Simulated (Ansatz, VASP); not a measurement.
**Ge in VASP and in Ansatz**

File INCAR:

```
ALGO = Normal
EDIFF = 1E-6
ENCUT = 520
GGA = PE
ISIF = 2
ISMEAR = 0
LASPH = T
LCHARG = F
LREAL = F
LWAVE = F
NBANDS = 21
NELM = 100
PREC = Accurate
SIGMA = 0.15
```

File KPOINTS:

```
k-points
0
Gamma
  14 14 14
```

The input POSCAR:

```
Ge
1.0
    0.0000000000      2.9136331000      2.8712015500
    2.9136331000      0.0000000000      2.8712015500
    2.9136331000      2.9136331000      0.0000000000
Ge
2
Direct
    0.5000000000      0.5000000000      0.5000000000
    0.7500000000      0.7500000000      0.7500000000
```

Input for Ansatz:

```yaml
crystal:
  lattice:
    - [0.0, 2.9136331, 2.87120155]
    - [2.9136331, 0.0, 2.87120155]
    - [2.9136331, 2.9136331, 0.0]
  atoms:
    - { symbol: Ge, position: [0.5, 0.5, 0.5] }
    - { symbol: Ge, position: [0.75, 0.75, 0.75] }
basis:
  ecutwfc: 420
kpoints:
  mp_grid: { grid: [14, 14, 14] }
hamiltonian:
  xc: pbe
scf:
  occupations: { method: gaussian, width: 0.15 }
output:
  forces: true
  stress: true
  eigenvalues: true
```

Change from the starting cell: strain +0.030 along x and y, +0.015 along z, atoms carried along.

Alike in both runs: task single point; functional PBE; k mesh 14 × 14 × 14; occupations gaussian, width 0.15 eV; no spin polarisation.

```csv
,VASP,Ansatz
version,VASP 6.6.1,Ansatz 0.2.0
potentials or method,"VASP PAW PBE potentials, release 64 (Ge_d), cutoff 520 eV","scalar-relativistic, plane waves, PAW"
valence electrons in the cell,28,28
```

|  | VASP | Ansatz | Ansatz less VASP |
| --- | --- | --- | --- |
| gap on the k mesh at the Fermi level (eV) | none | none | - |
| pressure (GPa) | -1.2 | -1.1 | +0.11 |
| traceless stress, the component that is largest in VASP (GPa) | 0.62 | 0.62 | -0.003 |

A gap of «none» marks a metal or a gap that the smearing closes.
